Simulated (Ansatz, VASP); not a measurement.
# WC: VASP beside Ansatz

The input INCAR:

```
PREC = Accurate
ENCUT = 520
EDIFF = 1E-7
ISMEAR = 0
SIGMA = 0.15
LREAL = False
LASPH = True
NELM = 60
ALGO = Normal
ISIF = 2
LWAVE = False
LCHARG = False
GGA = PS
NBANDS = 16
```

KPOINTS

```
regular mesh
0
Gamma
  12 12 12
```

The input POSCAR:

```
WC
1.0
    2.8984136660      0.0000000000      0.0000000000
   -1.4492068330      2.5100998655      0.0000000000
    0.0000000000      0.0000000000      2.8276119028
W C
1 1
Direct
    0.0700597744      0.0869601344      0.0674669498
    0.5966068923      0.2463731989      0.4325330502
```

Input for Ansatz:

```yaml
crystal:
  lattice:
    - [2.898413666, 0.0, 0.0]
    - [-1.449206833, 2.5100998655, 0.0]
    - [0.0, 0.0, 2.8276119028]
  atoms:
    - { symbol: W, position: [0.0700597744, 0.0869601344, 0.0674669498] }
    - { symbol: C, position: [0.5966068923, 0.2463731989, 0.4325330502] }
basis:
  ecutwfc: 420
kpoints:
  mp_grid: { grid: [12, 12, 12] }
hamiltonian:
  xc: pbesol
scf:
  occupations: { method: gaussian, width: 0.15 }
output:
  forces: true
  stress: true
  eigenvalues: true
```

Change from the starting cell: all atoms moved at random, sigma 0.4 Å a component.

Alike in both runs: task single point; functional PBEsol; k mesh 12 × 12 × 12; occupations gaussian, width 0.15 eV; no spin polarisation.

```csv
,VASP,Ansatz
version,VASP 6.6.1,Ansatz 0.2.0
potentials or method,"VASP PAW PBE potentials, release 64 (W_sv, C), cutoff 520 eV","scalar-relativistic, plane waves, PAW"
valence electrons in the cell,18,18
```

Ansatz gave:

| Quantity | Value |
| --- | --- |
| gap on the k mesh at the Fermi level (eV) | none |
| rms of the force components (eV/Å) | 6.884 |

Question: Which values does VASP return?

Answer: gap on the k mesh at the Fermi level (eV): none; rms of the force components (eV/Å): 6.979.

VASP's potentials were made for PBE, not for PBEsol. Atom by atom the forces differ by 0.097 eV/Å (rms over components). A gap of «none» marks a metal or a gap that the smearing closes.

Spin-orbit coupling is off throughout.
